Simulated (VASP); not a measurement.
# In3B (Pm-3m) in VASP: a series of runs, part 2 of 2

VASP 6.6.1. Earlier steps stand in the parts before.

## 3. Relaxation of cell and atoms, r2SCAN

This run uses another cell than the first one, of 19.34 Å³/atom.

File POSCAR:

```
In3B
1.0
    4.2605914112      0.0000000000      0.0000000000
    0.0000000000      4.2605914112      0.0000000000
    0.0000000000      0.0000000000      4.2605914112
In B
3 1
Direct
    0.0000000000      0.5000000000      0.5000000000
    0.5000000000      0.0000000000      0.5000000000
    0.5000000000      0.5000000000      0.0000000000
    0.0000000000      0.0000000000      0.0000000000
```

File INCAR.step1:

```
  PREC = Accurate
  ENCUT = 600
  ISMEAR = 0
  SIGMA = 0.1
  LREAL = F
  LASPH = T
  NELM = 80
  GGA = PE
  ALGO = Normal
  EDIFF = 1E-4
  LWAVE = T
  LCHARG = F
```

File INCAR.step2:

```
  PREC = Accurate
  ENCUT = 600
  EDIFF = 1E-6
  ISMEAR = 0
  SIGMA = 0.1
  LREAL = F
  LASPH = T
  NELM = 80
  ALGO = Normal
  ISIF = 3
  LWAVE = F
  LCHARG = F
  METAGGA = R2SCAN
  LMIXTAU = T
  IBRION = 2
  NSW = 90
  EDIFFG = -0.04
  ISTART = 1
```

File KPOINTS:

```
regular mesh
0
Gamma
  4 4 4
```

Potentials or basis: VASP PAW PBE potentials, release 64 (In_d, B).

Started as:

```sh
cat potpaw_PBE.64/In_d/POTCAR potpaw_PBE.64/B/POTCAR > POTCAR
cp INCAR.step1 INCAR
mpirun -np 1 vasp_std > vasp.out
cp INCAR.step2 INCAR
mpirun -np 1 vasp_std > vasp.out
```

OUTCAR:

```text
PREC = Accurate
   ENCUT = 600
   EDIFF = 1E-6
   ISMEAR = 0
   LREAL = F
   LASPH = T
   NELM = 80
   ISIF = 3
   METAGGA = R2SCAN
   IBRION = 2
   NSW = 90
   EDIFFG = -0.04
   ISTART = 1

 ion  position               nearest neighbor table
   1  0.000  0.500  0.500-   2 3.01   3 3.01   4 3.01   3 3.01   4 3.01   2 3.01   4 3.01   4 3.01
                             2 3.01   3 3.01   3 3.01   2 3.01
   2  0.500  0.000  0.500-   1 3.01   3 3.01   4 3.01   3 3.01   4 3.01   1 3.01   3 3.01   3 3.01
                             1 3.01   4 3.01   4 3.01   1 3.01
   3  0.500  0.500  0.000-   1 3.01   2 3.01   4 3.01   1 3.01   2 3.01   2 3.01   4 3.01   2 3.01
                             1 3.01   4 3.01   1 3.01   4 3.01
   4  0.000  0.000  0.000-   1 3.01   2 3.01   3 3.01   1 3.01   2 3.01   1 3.01   3 3.01   1 3.01
                             2 3.01   3 3.01   2 3.01   3 3.01

  LATTYP: Found a simple cubic cell.
 ALAT       =     4.2605914112

  Lattice vectors:

 A1 = (   4.2605914112,   0.0000000000,   0.0000000000)
 A2 = (   0.0000000000,   4.2605914112,   0.0000000000)
 A3 = (   0.0000000000,   0.0000000000,   4.2605914112)

Analysis of symmetry for initial positions (statically):
=====================================================================
 Subroutine PRICEL returns:
 Original cell was already a primitive cell.

 Routine SETGRP: Setting up the symmetry group for a
 simple cubic supercell.

 Subroutine GETGRP returns: Found 48 space group operations
 (whereof 48 operations were pure point group operations)
 out of a pool of 48 trial point group operations.

The static configuration has the point symmetry O_h .

Analysis of symmetry for dynamics (positions and initial velocities):
=====================================================================
 Subroutine PRICEL returns:
 Original cell was already a primitive cell.
[... 171 lines left out ...]
      2.13030      0.00000      2.13030         0.000000      0.000000      0.000000
      2.13030      2.13030      0.00000         0.000000      0.000000      0.000000
      0.00000      0.00000      0.00000         0.000000      0.000000      0.000000
 -----------------------------------------------------------------------------------
    total drift:                                0.000000      0.000000      0.000000

  FREE ENERGIE OF THE ION-ELECTRON SYSTEM (eV)
  ---------------------------------------------------
  free  energy   TOTEN  =       -71.2352345864 eV

  energy  without entropy=      -71.2166170911  energy(sigma->0) =      -71.22592584

--------------------------------------- Ionic step        2  -------------------------------------------

 number of electron      41.9999993 magnetization

 Free energy of the ion-electron system (eV)
  ---------------------------------------------------
  ext. energy  EPLUGINS =         0.00000000
  ---------------------------------------------------
  free energy    TOTEN  =       -71.39590266 eV

  energy without entropy =      -71.36615532  energy(sigma->0) =      -71.38102899

 E-fermi :   7.1820     XC(G=0): -11.2393

 val. band max:        7.1223258234   @ k =   0.2500   0.2500   0.0000
 cond. band min:       7.1937769462   @ k =   0.5000   0.2500   0.0000
 fundamental gap:      0.0714511228
 Fermi energy:         7.1820430975

 k-point     1 :       0.0000    0.0000    0.0000
  band No.  band energies     occupation
      1      -8.3784      2.00000
      2      -8.3540      2.00000
      3      -8.3540      2.00000
      4      -8.3540      2.00000
      5      -8.0816      2.00000
      6      -8.0816      2.00000
[... 269 lines left out ...]
     24      12.8835      0.00000
     25      12.8835      0.00000

------------------------ aborting loop because EDIFF is reached ----------------------------------------

  FORCE on cell =-STRESS in cart. coord.  units (eV):
  Direction    XX          YY          ZZ          XY          YZ          ZX
  --------------------------------------------------------------------------------------
  -------------------------------------------------------------------------------------
  Total       -0.0903426     -0.0903426     -0.0903426      0.0000000      0.0000000      0.0000000
  in kB       -1.6639713     -1.6639713     -1.6639713      0.0000000      0.0000000      0.0000000
  external PRESSURE =      -1.6639713 kB  Pullay stress =       0.0000000 kB

 VOLUME and BASIS-vectors are now :
 -----------------------------------------------------------------------------
  energy-cutoff  :      600.00
  volume of cell :       86.99
      direct lattice vectors                 reciprocal lattice vectors
     4.430837503  0.000000000  0.000000000     0.225690967 -0.000000000 -0.000000000
     0.000000000  4.430837503  0.000000000    -0.000000000  0.225690967  0.000000000
     0.000000000 -0.000000000  4.430837503    -0.000000000 -0.000000000  0.225690967

 POSITION                                       TOTAL-FORCE (eV/Angst)
 -----------------------------------------------------------------------------------
      0.00000      2.21542      2.21542         0.000000     -0.000000      0.000000
      2.21542     -0.00000      2.21542        -0.000000     -0.000000      0.000000
      2.21542      2.21542      0.00000        -0.000000      0.000000      0.000000
      0.00000      0.00000      0.00000        -0.000000      0.000000      0.000000
 -----------------------------------------------------------------------------------
    total drift:                                0.000000      0.000000      0.000000

  FREE ENERGIE OF THE ION-ELECTRON SYSTEM (eV)
  ---------------------------------------------------
  free  energy   TOTEN  =       -71.3959026570 eV

  energy  without entropy=      -71.3661553246  energy(sigma->0) =      -71.38102899

 reached required accuracy - stopping structural energy minimisation
```

OUTCAR.step1:

```text
PREC = Accurate
   ENCUT = 600
   ISMEAR = 0
   LREAL = F
[... 496 lines left out ...]
      0.00000      2.13030      2.13030         0.000000      0.000000      0.000000
      2.13030      0.00000      2.13030         0.000000      0.000000      0.000000
      2.13030      2.13030      0.00000         0.000000      0.000000      0.000000
      0.00000      0.00000      0.00000         0.000000      0.000000      0.000000
 -----------------------------------------------------------------------------------
    total drift:                                0.000000      0.000000      0.000000

  FREE ENERGIE OF THE ION-ELECTRON SYSTEM (eV)
  ---------------------------------------------------
  free  energy   TOTEN  =       -10.4687044096 eV

  energy  without entropy=      -10.4475698935  energy(sigma->0) =      -10.45813715
```

OSZICAR.step1:

```text
N       E                     dE             d eps       ncg     rms          rms(c)
DAV:   1     0.372836273809E+03    0.37284E+03   -0.23482E+04   500   0.265E+03
DAV:   2     0.200034862248E+02   -0.35283E+03   -0.35034E+03   500   0.496E+02
DAV:   3    -0.992167305712E+01   -0.29925E+02   -0.29635E+02   609   0.175E+02
DAV:   4    -0.108901826579E+02   -0.96851E+00   -0.96284E+00   621   0.330E+01
DAV:   5    -0.109180348666E+02   -0.27852E-01   -0.27849E-01   747   0.491E+00    0.650E+00
DAV:   6    -0.105056208304E+02    0.41241E+00   -0.23112E+00   665   0.125E+01    0.353E+00
DAV:   7    -0.104805755378E+02    0.25045E-01   -0.15500E-01   598   0.212E+00    0.168E+00
DAV:   8    -0.104694204284E+02    0.11155E-01   -0.19655E-02   612   0.157E+00    0.321E-01
DAV:   9    -0.104686929032E+02    0.72753E-03   -0.16334E-03   593   0.450E-01    0.138E-01
DAV:  10    -0.104687044096E+02   -0.11506E-04   -0.10275E-04   318   0.165E-01
   1 F= -.10468704E+02 E0= -.10458137E+02  d E =-.211345E-01
```

It took 1.8 min on 1 thread of Intel Xeon Platinum 8488C (Sapphire Rapids), shared host; peak memory 0.23 GiB.

What came out:

```
Free energy                           : -71.3959 eV
Relaxed volume                        : 21.75 Å³/atom
Relaxed cell                          : a = 4.431 Å, b = 4.431 Å, c = 4.431 Å, α = 90.00°, β = 90.00°, γ = 90.00°
Space group after relaxing (to 0.1 Å) : Pm-3m (No. 221)
Energy gained by relaxing             : 40.2 meV/atom
Ionic steps                           : 2
Pressure after relaxing               : -0.2 GPa
Band gap on the k mesh                : zero (bands 21 and 22 overlap by 4.52 eV)
```

Step by step:
```
step  energy change (eV)  largest force (eV/Å)  pressure (GPa)  volume (Å³)
   1              0.0000                0.0000            6.86        77.34
   2             -0.1607                0.0000           -0.17        86.99
```

Final structure:
```xyz
4
Lattice="4.4308 0.0000 0.0000 0.0000 4.4308 0.0000 0.0000 0.0000 4.4308" Properties=species:S:1:pos:R:3 pbc="T T T"
In    0.0000    2.2154    2.2154
In    2.2154    0.0000    2.2154
In    2.2154    2.2154    0.0000
B     0.0000    0.0000    0.0000
```

Caveat: the k points lie up to 0.35 Å⁻¹ apart in the final cell, too coarse for converged energies and pressures of a metal; the PAW data sets were made with another functional, which shifts forces and pressure a little; spin-orbit coupling is left out, which moves the levels of the heavy elements.
